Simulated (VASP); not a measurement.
Set up this calculation in VASP 6.6.1, as the native input.

```
Task                   : single point
Functional             : LDA
Potentials or basis    : VASP PAW LDA potentials, release 64 (Hg, Te)
Cutoff                 : 520 eV
k mesh                 : 11 × 11 × 11
Occupations            : fermi-dirac, width 0.03 eV
Spin                   : no spin polarisation
Dipole correction      : no
Further INCAR settings : ALGO = Normal; EDIFF = 1e-06; NBANDS = 16
```

The structure of HgTe lies in POSCAR:

```
HgTe
1.0
   -0.0644700000      3.1912650000      3.1912650000
    3.1912650000     -0.0644700000      3.1912650000
    3.1912650000      3.1912650000     -0.0644700000
Hg Te
1 1
Direct
    0.0000000000      0.0000000000      0.0000000000
    0.7500000000      0.7500000000      0.7500000000
```

This cell differs from its parent crystal: equal xy, yz and zx shear strains of -2 %.

One way to write it, as run:

INCAR

```
PREC     = Accurate       # precision mode
ENCUT    = 520            # plane-wave cutoff, eV
EDIFF    = 1E-6           # SCF threshold, eV
ISMEAR   = -1             # smearing method
SIGMA    = 0.03           # smearing width, eV
LREAL    = False          # projectors in reciprocal space
LASPH    = True           # aspherical terms in the spheres
NELM     = 80             # most SCF steps
ALGO     = Normal         # electronic algorithm
ISIF     = 2              # what is computed and relaxed
LWAVE    = False          # write WAVECAR
LCHARG   = True           # write CHGCAR
GGA      = CA             # functional
LELF     = True           # ELF
LVHAR    = True         
NBANDS   = 16             # bands
```

KPOINTS

```
Automatic mesh
0
Gamma
  11 11 11
```

Potentials or basis: VASP PAW LDA potentials, release 64 (Hg, Te).

The run is started by

```bash
$ cat potpaw_LDA.64/Hg/POTCAR potpaw_LDA.64/Te/POTCAR > POTCAR
$ mpirun -np 1 vasp_std > vasp.out
```

It gave:

```yaml
Pressure: 0.1 GPa
Largest_force: 0.222 eV/Å
Band_gap_on_the_k_mesh: 0.10 eV
```

Caveat: the cell differs from its parent crystal (equal xy, yz and zx shear strains of -2 %); spin-orbit coupling is left out, which moves the levels of the heavy elements; an odd mesh through Γ misses points on the zone boundary, where band edges can lie.

Wall time 75 s on 1 thread of AMD EPYC 9R45 96-Core Processor (Zen 5), on a shared host, peak memory 0.26 GiB.
